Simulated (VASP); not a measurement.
Here is a VASP 6.6.1 calculation.

The input INCAR:

```
SYSTEM = Cu
PREC = Accurate
ENCUT = 520
EDIFF = 1E-6
ISMEAR = -1
SIGMA = 0.05
LREAL = .FALSE.
LASPH = .TRUE.
NELM = 60
ALGO = Normal
ISIF = 2
LWAVE = .FALSE.
LCHARG = .FALSE.
GGA = PE
NBANDS = 18
```

Contents of KPOINTS:

```
Automatic mesh
0
G
  17 17 17
  0 0 0
```

Contents of POSCAR:

```
Cu
1.0
   -1.9504400294      1.9504400294      1.0400027548
    1.9504400294     -1.9504400294      1.0400027548
    1.9504400294      1.9504400294     -1.0400027548
Cu
2
Direct
   -0.3750000000     -0.1250000000     -0.2500000000
    0.3750000000      0.1250000000      0.2500000000
```

Potentials or basis: VASP PAW PBE potentials, release 64 (Cu).

Command:

```console
$ cat potpaw_PBE.64/Cu/POTCAR > POTCAR
$ mpirun -np 1 vasp_std > vasp.out
```

(1) Estimate the pressure.

(2) What does it give for the band gap on the k mesh?

Answers

(1) 206.5 GPa.

(2) zero (bands 11 and 12 overlap by 6.56 eV).

Caveat: the cell stands under pressure.
